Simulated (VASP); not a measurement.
# WS2 in VASP: single point with LDA

Aim: the single point of WS2 with LDA.

Program: VASP 6.6.1. These are calculated values, not measurements. Logs are shortened: lines on timing, memory, paths and dates and some standing lists are left out, and cuts for length are marked.

### 1 The cell of the first run

The cell holds a slab with vacuum, 3 atoms: a = 3.184 Å, b = 3.184 Å, c = 16.951 Å, α = 90.00°, β = 90.00°, γ = 120.00°.

### 2 Single point, LDA

Input file INCAR:

```
  PREC = Accurate
  ENCUT = 500
  EDIFF = 1E-6
  ISMEAR = 0
  SIGMA = 0.05
  LREAL = F
  LASPH = T
  NELM = 120
  ALGO = Normal
  ISIF = 2
  LWAVE = F
  LCHARG = F
  GGA = CA
  NBANDS = 20
  ISYM = 0
  GGA_COMPAT = F
```

Input file KPOINTS:

```
Automatic mesh
0
Gamma
  12 12 2
```

Input file POSCAR:

```
WS2
1.0
    3.1835163552      0.0000000000      0.0000000000
   -1.5917581776      2.7570060369      0.0000000000
    0.0000000000      0.0000000000     16.9505778900
W S
1 2
Direct
    0.3333333333      0.6666666667      0.0000000000
    0.6666666667      0.3333333333      0.8991502342
    0.6666666667      0.3333333333      0.0920005100
```

Potentials or basis: VASP PAW LDA potentials, release 64 (W_sv, S).

Started as:

```sh
cat potpaw_LDA.64/W_sv/POTCAR potpaw_LDA.64/S/POTCAR > POTCAR
mpirun -np 1 vasp_std > vasp.out
```

OUTCAR:

```text
PREC = Accurate
   ENCUT = 500
   EDIFF = 1E-6
   ISMEAR = 0
   LREAL = F
   LASPH = T
   NELM = 120
   ISIF = 2
   GGA = CA
   ISYM = 0

 ion  position               nearest neighbor table
   1  0.333  0.667  0.000-   3 2.41   3 2.41   3 2.41   2 2.51   2 2.51   2 2.51
   2  0.667  0.333  0.899-   1 2.51   1 2.51   1 2.51
   3  0.667  0.333  0.092-   1 2.41   1 2.41   1 2.41

IMPORTANT INFORMATION: All symmetrisations will be switched off!
NOSYMM: (Re-)initialisation of all symmetry stuff for point group C_1.

----------------------------------------------------------------------------------------

                                     Primitive cell

  volume of cell :     148.7748

  direct lattice vectors                    reciprocal lattice vectors
     3.183516355  0.000000000  0.000000000     0.314118066  0.181356150  0.000000000
    -1.591758178  2.757006037  0.000000000     0.000000000  0.362712300  0.000000000
     0.000000000  0.000000000 16.950577890     0.000000000  0.000000000  0.058995039

  length of vectors
     3.183516355  3.183516355 16.950577890     0.362712300  0.362712300  0.058995039

  position of ions in fractional coordinates (direct lattice)
     0.333333333  0.666666667  0.000000000
     0.666666667  0.333333333  0.899150234
     0.666666667  0.333333333  0.092000510

  ion indices of the primitive-cell ions
   primitive index   ion index
                 1           1
                 2           2
                 3           3

----------------------------------------------------------------------------------------

 KPOINTS: Automatic mesh

Automatic generation of k-mesh.
 Grid dimensions read from file:
 generate k-points for:   12   12    2

 Generating k-lattice:

  Cartesian coordinates                     Fractional coordinates (reciprocal lattice)
     0.026176505  0.015113012  0.000000000     0.083333333 -0.000000000  0.000000000
     0.000000000  0.030226025  0.000000000     0.000000000  0.083333333  0.000000000
     0.000000000  0.000000000  0.029497519     0.000000000  0.000000000  0.500000000

  Length of vectors
     0.030226025  0.030226025  0.029497519

  Shift w.r.t. Gamma in fractional coordinates (k-lattice)
     0.000000000  0.000000000  0.000000000

 Subroutine IBZKPT returns following result:
 ===========================================

 Found    148 irreducible k-points:

 Following reciprocal coordinates:
            Coordinates               Weight
  0.000000  0.000000  0.000000      1.000000
  0.083333  0.000000  0.000000      2.000000
  0.000000  0.083333  0.000000      2.000000
 -0.083333  0.083333  0.000000      2.000000
  0.166667  0.000000  0.000000      2.000000
  0.000000  0.166667  0.000000      2.000000
[... 16 lines left out ...]
  0.166667  0.083333  0.000000      2.000000
 -0.083333  0.250000  0.000000      2.000000
 [... further k-points ...]
   k-points           NKPTS =    148   k-points in BZ     NKDIM =    148   number of bands    NBANDS=     20
   number of dos      NEDOS =    301   number of ions     NIONS =      3
   total plane-waves  NPLWV =  72576
   dimension x,y,z NGX =    24 NGY =   24 NGZ =  126
   dimension x,y,z NGXF=    48 NGYF=   48 NGZF=  252
   ions per type =               1   2
   NGX,Y,Z   is equivalent  to a cutoff of  12.53, 12.53, 12.36 a.u.
   NGXF,Y,Z  is equivalent  to a cutoff of  25.07, 25.07, 24.72 a.u.
 SYSTEM =  unknown system
   PREC   = accura    normal or accurate (medium, high low for compatibility)
   ISTART =      0    job   : 0-new  1-cont  2-samecut
   ICHARG =      2    charge: 1-file 2-atom 10-const
   ISPIN  =      1    spin polarized calculation?
   LNONCOLLINEAR =      F non collinear calculations
   LSORBIT =      F    spin-orbit coupling
   LASPH  =      T    aspherical Exc in radial PAW
   ENCUT  =  500.0 eV  36.75 Ry    6.06 a.u.   5.80  5.80 30.90*2*pi/ulx,y,z
   NELM   =    120;   NELMIN=  2; NELMDL= -5     # of ELM steps
   EDIFF  = 0.1E-05   stopping-criterion for ELM
   LREAL  =      F    real-space projection
   EDIFFG = 0.1E-04   stopping-criterion for IOM
   NSW    =      0    number of steps for IOM
   IBRION =     -1    ionic relax: 0-MD 1-quasi-New 2-CG
   NFREE  =      0    steps in history (QN), initial steepest desc. (CG)
   ISIF   =      2    stress and relaxation
   ISYM   =      0    0-nonsym 1-usesym 2-fastsym
   POTIM  = 0.5000    time-step for ionic-motion
   TEBEG  =    0.0;   TEEND  =   0.0 temperature during run
   PSTRESS=    0.0 pullay stress
   NELECT =      26.0000    total number of electrons
   NUPDOWN=      -1.0000    fix difference up-down
   EMIN   =  10.00;   EMAX   =-10.00  energy-range for DOS
   EFERMI =   0.00;   METHOD = LEGACY
   ISMEAR =     0;   SIGMA  =   0.05  broadening in eV -4-tet -1-fermi 0-gaus
   EFERMI_NEDOS =   21; number of points for ismear=-14 and -15
   IALGO  =     38    algorithm
   IMIX   =      4    mixing-type and parameters
     AMIX     =   0.40;   BMIX     =  1.00
     AMIX_MAG =   1.60;   BMIX_MAG =  1.00
  volume/ion in A,a.u.               =      49.59       334.66
  Fermi-wavevector in a.u.,A,eV,Ry     =   0.915285  1.729637 11.398226  0.837746
  Thomas-Fermi vector in A             =   2.040009
   LORBIT       =      0    0 simple, 1 ext, 2 COOP (PROOUT), +10 PAW based schemes
   GGA     = CA    functional components
   LHFCALC =     F    Hartree Fock is set to
   AEXX    =    0.0000 exact exchange contribution
   IVDW    =     0    specifies the selected vdW correction
   LEPSILON=     F    determine dielectric tensor
   LRPA    =     F    only Hartree local field effects (RPA)
 non-spin polarized calculation
 Gauss-broadening in eV      SIGMA  =   0.05
  energy-cutoff  :      500.00
  volume of cell :      148.77
 maximum number of plane-waves:      3808
   NGX = 11   NGY = 11   NGZ = 61

 number of electron      26.0000000 magnetization

 Free energy of the ion-electron system (eV)
  ---------------------------------------------------
  ext. energy  EPLUGINS =         0.00000000
  ---------------------------------------------------
  free energy    TOTEN  =       -25.88488111 eV

  energy without entropy =      -25.88488111  energy(sigma->0) =      -25.88488111

 E-fermi :  -1.0403     XC(G=0):  -4.7006

 val. band max:       -1.3865383973   @ k =   0.3333   0.3333   0.0000
 cond. band min:       0.3337203577   @ k =   0.1667   0.1667   0.5000
 fundamental gap:      1.7202587549
 Fermi energy:        -1.0403383183

 k-point     1 :       0.0000    0.0000    0.0000
  band No.  band energies     occupation
      1     -75.0245      2.00000
      2     -39.5035      2.00000
      3     -39.3261      2.00000
      4     -39.3261      2.00000
      5     -15.8049      2.00000
      6     -14.3736      2.00000
[... 12 lines left out ...]
     19       4.2486      0.00000
     20       4.3514      0.00000

 k-point     2 :       0.0833    0.0000    0.0000
  band No.  band energies     occupation
      1     -75.0234      2.00000
      2     -39.4997      2.00000
      3     -39.3484      2.00000
      4     -39.3313      2.00000
      5     -15.6939      2.00000
      6     -14.3244      2.00000
[... 12 lines left out ...]
     19       4.3898      0.00000
     20       4.6486      0.00000

 k-point     3 :       0.0000    0.0833    0.0000
  band No.  band energies     occupation
      1     -75.0234      2.00000
      2     -39.4997      2.00000
      3     -39.3484      2.00000
      4     -39.3313      2.00000
      5     -15.6939      2.00000
      6     -14.3244      2.00000
[... 12 lines left out ...]
     19       4.3898      0.00000
     20       4.6486      0.00000

 k-point     4 :      -0.0833    0.0833    0.0000
  band No.  band energies     occupation
      1     -75.0234      2.00000
      2     -39.4997      2.00000
      3     -39.3484      2.00000
      4     -39.3313      2.00000
      5     -15.6939      2.00000
      6     -14.3244      2.00000
[... 12 lines left out ...]
     19       4.3898      0.00000
     20       4.6486      0.00000

 k-point     5 :       0.1667    0.0000    0.0000
  band No.  band energies     occupation
      1     -75.0203      2.00000
      2     -39.4891      2.00000
      3     -39.4089      2.00000
      4     -39.3456      2.00000
      5     -15.3776      2.00000
      6     -14.1836      2.00000
[... 12 lines left out ...]
     19       4.7836      0.00000
     20       5.3821      0.00000

 k-point     6 :       0.0000    0.1667    0.0000
  band No.  band energies     occupation
      1     -75.0203      2.00000
      2     -39.4891      2.00000
      3     -39.4089      2.00000
      4     -39.3456      2.00000
      5     -15.3776      2.00000
      6     -14.1836      2.00000
[... 12 lines left out ...]
     19       4.7836      0.00000
     20       5.3821      0.00000

 k-point     7 :      -0.1667    0.1667    0.0000
  band No.  band energies     occupation
      1     -75.0203      2.00000
      2     -39.4891      2.00000
      3     -39.4089      2.00000
      4     -39.3456      2.00000
      5     -15.3776      2.00000
      6     -14.1836      2.00000
[... 12 lines left out ...]
     19       4.7836      0.00000
     20       5.3821      0.00000
[... 277 lines left out ...]
 k-point    20 :       0.0833    0.0833    0.0000
  band No.  band energies     occupation
      1     -75.0213      2.00000
      2     -39.4925      2.00000
      3     -39.3887      2.00000
      4     -39.3422      2.00000
      5     -15.4801      2.00000
      6     -14.2293      2.00000
[... 12 lines left out ...]
     19       4.6579      0.00000
     20       5.2056      0.00000

 k-point    21 :      -0.0833    0.1667    0.0000
  band No.  band energies     occupation
      1     -75.0213      2.00000
      2     -39.4925      2.00000
      3     -39.3887      2.00000
      4     -39.3422      2.00000
      5     -15.4801      2.00000
      6     -14.2293      2.00000
[... 12 lines left out ...]
     19       4.6579      0.00000
     20       5.2056      0.00000

 k-point    22 :      -0.1667    0.0833    0.0000
  band No.  band energies     occupation
      1     -75.0213      2.00000
      2     -39.4925      2.00000
      3     -39.3887      2.00000
      4     -39.3422      2.00000
      5     -15.4801      2.00000
      6     -14.2293      2.00000
[... 12 lines left out ...]
     19       4.6579      0.00000
     20       5.2056      0.00000

 k-point    23 :       0.1667    0.0833    0.0000
  band No.  band energies     occupation
      1     -75.0177      2.00000
      2     -39.4803      2.00000
      3     -39.4565      2.00000
      4     -39.3619      2.00000
      5     -15.0861      2.00000
      6     -14.0523      2.00000
[... 12 lines left out ...]
     19       5.1546      0.00000
     20       5.8435      0.00000

 k-point    24 :      -0.0833    0.2500    0.0000
  band No.  band energies     occupation
      1     -75.0177      2.00000
      2     -39.4803      2.00000
      3     -39.4565      2.00000
      4     -39.3619      2.00000
      5     -15.0861      2.00000
      6     -14.0523      2.00000
[... 12 lines left out ...]
     19       5.1546      0.00000
     20       5.8435      0.00000

 [... further k-points ...]
[... 5 lines left out ...]
  --------------------------------------------------------------------------------------
  -------------------------------------------------------------------------------------
  Total       -3.4206891     -3.4206875     -5.3942372      0.0000014      0.0000000     -0.0000001
  in kB      -36.8379005    -36.8378833    -58.0913289      0.0000148      0.0000001     -0.0000006
  external PRESSURE =     -43.9223709 kB  Pullay stress =       0.0000000 kB

 VOLUME and BASIS-vectors are now :
 -----------------------------------------------------------------------------
  energy-cutoff  :      500.00
  volume of cell :      148.77
      direct lattice vectors                 reciprocal lattice vectors
     3.183516355  0.000000000  0.000000000     0.314118066  0.181356150  0.000000000
    -1.591758178  2.757006037  0.000000000     0.000000000  0.362712300  0.000000000
     0.000000000  0.000000000 16.950577890     0.000000000  0.000000000  0.058995039

 POSITION                                       TOTAL-FORCE (eV/Angst)
 -----------------------------------------------------------------------------------
     -0.00000      1.83800      0.00000         0.000000     -0.000000     -1.981748
      1.59176      0.91900     15.24112        -0.000000      0.000000      2.586015
      1.59176      0.91900      1.55946        -0.000000     -0.000000     -0.604267
 -----------------------------------------------------------------------------------
    total drift:                                0.000000     -0.000000      0.000163

  FREE ENERGIE OF THE ION-ELECTRON SYSTEM (eV)
  ---------------------------------------------------
  free  energy   TOTEN  =       -25.8848811056 eV

  energy  without entropy=      -25.8848811056  energy(sigma->0) =      -25.88488111
```

Run time: 5.9 min. Hardware: 1 thread of Oxide Virtual Turin-like, shared host; peak memory 0.45 GiB.

What came out:

```
Free energy            : -25.8849 eV
Largest force          : 2.586 eV/Å
Band gap on the k mesh : 1.72 eV (least direct gap 1.96 eV)
```

Forces in eV/Å, atoms in the order of the input:
```
W    0.000  0.000 -1.982
S    0.000  0.000  2.586
S    0.000  0.000 -0.604
```

Levels at points of the mesh, in eV from the valence-band top:
| k point | band 10 | band 11 | band 12 | band 13 | band 14 | band 15 | band 16 | band 17 |
| --- | --- | --- | --- | --- | --- | --- | --- | --- |
| (0.00, 0.00, 0.00) | -2.28 | -1.25 | -1.25 | -0.23 | 2.63 | 2.63 | 3.08 | 3.08 |
| (0.50, 0.00, 0.00) | -3.14 | -2.23 | -0.99 | -0.89 | 2.85 | 3.12 | 3.80 | 4.41 |
| (0.00, 0.50, 0.00) | -3.14 | -2.23 | -0.99 | -0.89 | 2.85 | 3.12 | 3.80 | 4.41 |
| (0.50, 0.50, 0.00) | -3.14 | -2.23 | -0.99 | -0.89 | 2.85 | 3.12 | 3.80 | 4.41 |
| (0.00, 0.00, 0.50) | -2.28 | -1.25 | -1.25 | -0.23 | 2.63 | 2.63 | 3.08 | 3.08 |
| (0.50, 0.00, 0.50) | -3.14 | -2.23 | -0.99 | -0.89 | 2.85 | 3.12 | 3.80 | 4.41 |
| (0.00, 0.50, 0.50) | -3.14 | -2.23 | -0.99 | -0.89 | 2.85 | 3.12 | 3.80 | 4.41 |
| (0.50, 0.50, 0.50) | -3.14 | -2.23 | -0.99 | -0.89 | 2.85 | 3.12 | 3.80 | 4.41 |

Caveat: there is no dipole correction, which matters where the two faces differ; spin-orbit coupling is left out, which moves the levels of the heavy elements.
